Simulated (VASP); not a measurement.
Set up this calculation in VASP 6.6.1, as the native input.

```yaml
Task: single point
Functional: PBE
Potentials_or_basis: VASP PAW PBE potentials, release 64 (Rb_sv)
Cutoff: 520 eV
k_mesh: 6 × 6 × 4
Occupations: fermi-dirac, width 0.05 eV
Spin: no spin polarisation
Dipole_correction: no
k_mesh_for_the_DOS: 9 × 9 × 6
Occupations_for_the_DOS: tetrahedron
Further_INCAR_settings: ALGO = Normal; EDIFF = 1e-06; NBANDS = 26
```

Rb:

```
Rb
1.0
     3.76119    0.00000    0.00000
    -1.88060    3.25729    0.00000
     0.00000    0.00000   11.95124
Rb
4
Direct
  0.00000 0.00000 0.00000
  0.00000 0.00000 0.50000
  0.33333 0.66667 0.25000
  0.66667 0.33333 0.75000
```

This isn't the form of Rb at room conditions, which is bcc.

One way to write it, as run:

POSCAR

```
Rb
1.0
    3.7611928268      0.0000000000      0.0000000000
   -1.8805964134      3.2572885365      0.0000000000
    0.0000000000      0.0000000000     11.9512375299
Rb
4
Direct
    0.0000000000      0.0000000000      0.0000000000
    0.0000000000      0.0000000000      0.5000000000
    0.3333333333      0.6666666667      0.2500000000
    0.6666666667      0.3333333333      0.7500000000
```

INCAR.step1

```
SYSTEM = Rb
  PREC = Accurate
  ENCUT = 520
  EDIFF = 1E-6
  ISMEAR = -1
  SIGMA = 0.05
  LREAL = .False.
  LASPH = .True.
  NELM = 60
  ALGO = Normal
  ISIF = 2
  LWAVE = .False.
  LCHARG = .True.
  GGA = PE
  NBANDS = 26
```

KPOINTS.step1

```
regular mesh
0
Gamma
  6 6 4
  0 0 0
```

INCAR.step2

```
SYSTEM = Rb
  PREC = Accurate
  ENCUT = 520
  EDIFF = 1E-6
  ISMEAR = -5
  SIGMA = 0.05
  LREAL = .False.
  LASPH = .True.
  NELM = 60
  ALGO = Normal
  ISIF = 2
  LWAVE = .False.
  LCHARG = .False.
  GGA = PE
  LORBIT = 11
  NBANDS = 26
  NEDOS = 1001
  ICHARG = 11
```

KPOINTS.step2

```
regular mesh
0
Gamma
  9 9 6
  0 0 0
```

Potentials or basis: VASP PAW PBE potentials, release 64 (Rb_sv).

Command:

```sh
$ cat potpaw_PBE.64/Rb_sv/POTCAR > POTCAR
$ cp INCAR.step1 INCAR
$ cp KPOINTS.step1 KPOINTS
$ mpirun -np 1 vasp_std > vasp.out
$ cp INCAR.step2 INCAR
$ cp KPOINTS.step2 KPOINTS
$ mpirun -np 1 vasp_std > vasp.out
```

It gave:

- Valence electrons inside the program's atomic spheres: Rb 7.34, 7.35 (each value once)

Wall time 2.4 min on 1 thread of Intel(R) Xeon(R) Platinum 8259CL CPU @ 2.50GHz (Skylake/Cascade Lake), on a shared host, peak memory 0.3 GiB.
